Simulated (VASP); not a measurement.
Wanted: the native input for a VASP 6.6.1 run.

| Quantity | Value |
| --- | --- |
| Task | single point |
| Functional | PBEsol |
| Potentials or basis | VASP PAW PBE potentials, release 64 (Be) |
| Cutoff | 520 eV |
| k mesh | 23 × 23 × 23 |
| Occupations | fermi-dirac, width 0.1 eV |
| Spin | no spin polarisation |
| Dipole correction | no |
| Further INCAR settings | ALGO = Normal; EDIFF = 1e-06; NBANDS = 7 |

The structure of Be lies in POSCAR:

```
Be
1.0
   -0.9894501814      0.9894501814      0.9894501814
    0.9894501814     -0.9894501814      0.9894501814
    0.9894501814      0.9894501814     -0.9894501814
Be
1
Direct
    0.0000000000      0.0000000000      0.0000000000
```

This cell differs from its parent crystal: volume scaled by 0.5.

One way to write it, as run:

INCAR

```
SYSTEM = Be
PREC = Accurate ; ENCUT = 520
EDIFF = 1E-6 ; ISMEAR = -1
SIGMA = 0.1 ; LREAL = .False.
LASPH = .True. ; NELM = 80
ALGO = Normal ; ISIF = 2
LWAVE = .False. ; LCHARG = .False.
GGA = PS ; NBANDS = 7
```

KPOINTS

```
Automatic mesh
0
Gamma
  23 23 23
  0 0 0
```

Potentials or basis: VASP PAW PBE potentials, release 64 (Be).

Command:

```sh
$ cat potpaw_PBE.64/Be/POTCAR > POTCAR
$ mpirun -np 1 vasp_std > vasp.out
```

It gave:

| Quantity | Value |
| --- | --- |
| Pressure | 274.6 GPa |
| Band gap on the k mesh | zero (band 1 reaches 21.75 eV, above the bottom of band 2 at 13.27 eV) |

Caveat: the PAW data sets were made with another functional, which shifts forces and pressure a little.

Run time: 5.8 s on 1 thread of Intel Xeon 6975P-C (shared host), peak memory 0.11 GiB.
